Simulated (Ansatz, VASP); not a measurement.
## C: VASP beside Ansatz

Contents of INCAR:

```
ALGO     = Normal         # electronic algorithm
EDIFF    = 1E-6           # SCF threshold, eV
ENCUT    = 520            # plane-wave cutoff, eV
GGA      = PE             # functional
ISIF     = 2              # what is computed and relaxed
ISMEAR   = 0              # smearing method
LASPH    = T              # aspherical terms in the spheres
LCHARG   = T              # write CHGCAR
LELF     = T              # ELF
LREAL    = F              # projectors in reciprocal space
LVHAR    = T            
LWAVE    = F              # write WAVECAR
NBANDS   = 36             # bands
NELM     = 100            # most SCF steps
PREC     = Accurate       # precision mode
SIGMA    = 0.05           # smearing width, eV
```

The input KPOINTS:

```
k-points
0
Gamma
  12 12 2
```

POSCAR

```
C
1.0
    2.6970000000      0.0000000000      0.0000000000
   -1.3485000000      2.3356705140      0.0000000000
    0.0000000000      0.0000000000     12.4291124965
C
12
Direct
    0.0000000000      0.0000000000      0.1868593266
    0.0000000000      0.0000000000      0.6868593266
    0.0000000000      0.0000000000      0.3131406734
    0.0000000000      0.0000000000      0.8131406734
    0.3333333333      0.6666666667      0.5207665411
    0.6666666667      0.3333333333      0.0207665411
    0.3333333333      0.6666666667      0.9792334589
    0.6666666667      0.3333333333      0.4792334589
    0.3333333333      0.6666666667      0.6450950823
    0.6666666667      0.3333333333      0.1450950823
    0.3333333333      0.6666666667      0.8549049177
    0.6666666667      0.3333333333      0.3549049177
```

Input for Ansatz:

```yaml
crystal:
  lattice:
    - [2.697, 0.0, 0.0]
    - [-1.3485, 2.335670514, 0.0]
    - [0.0, 0.0, 12.4291124965]
  atoms:
    - { symbol: C, position: [0.0, 0.0, 0.1868593266] }
    - { symbol: C, position: [0.0, 0.0, 0.6868593266] }
    - { symbol: C, position: [0.0, 0.0, 0.3131406734] }
    - { symbol: C, position: [0.0, 0.0, 0.8131406734] }
    - { symbol: C, position: [0.3333333333, 0.6666666667, 0.5207665411] }
    - { symbol: C, position: [0.6666666667, 0.3333333333, 0.0207665411] }
    - { symbol: C, position: [0.3333333333, 0.6666666667, 0.9792334589] }
    - { symbol: C, position: [0.6666666667, 0.3333333333, 0.4792334589] }
    - { symbol: C, position: [0.3333333333, 0.6666666667, 0.6450950823] }
    - { symbol: C, position: [0.6666666667, 0.3333333333, 0.1450950823] }
    - { symbol: C, position: [0.3333333333, 0.6666666667, 0.8549049177] }
    - { symbol: C, position: [0.6666666667, 0.3333333333, 0.3549049177] }
basis:
  ecutwfc: 520.0
kpoints:
  mp_grid: { grid: [12, 12, 2] }
hamiltonian:
  xc: pbe
  pseudopotentials: { kind: paw, azcp: { folder: soft_1 } }
scf:
  occupations: { method: gaussian, width: 0.05 }
output:
  forces: true
  stress: true
  eigenvalues: true
```

Alike in both runs: task single point; functional PBE; k mesh 12 × 12 × 2; occupations gaussian, width 0.05 eV; no spin polarisation.

|  | VASP | Ansatz |
| --- | --- | --- |
| version | VASP 6.6.1 | Ansatz 0.2.0 |
| potentials or method | VASP PAW PBE potentials, release 64 (C), cutoff 520 eV | scalar-relativistic, plane waves, PAW |
| valence electrons in the cell | 48 | 48 |

```tsv
	VASP	Ansatz	Ansatz less VASP
gap on the k mesh at the Fermi level (eV)	3.44	3.45	+0.007
least direct gap on the mesh (eV)	4.33	4.34	+0.005
rms of the force components (eV/Å)	0.051	0.056	+0.0053
```

Atom by atom the forces differ by 0.009 eV/Å (rms over components).
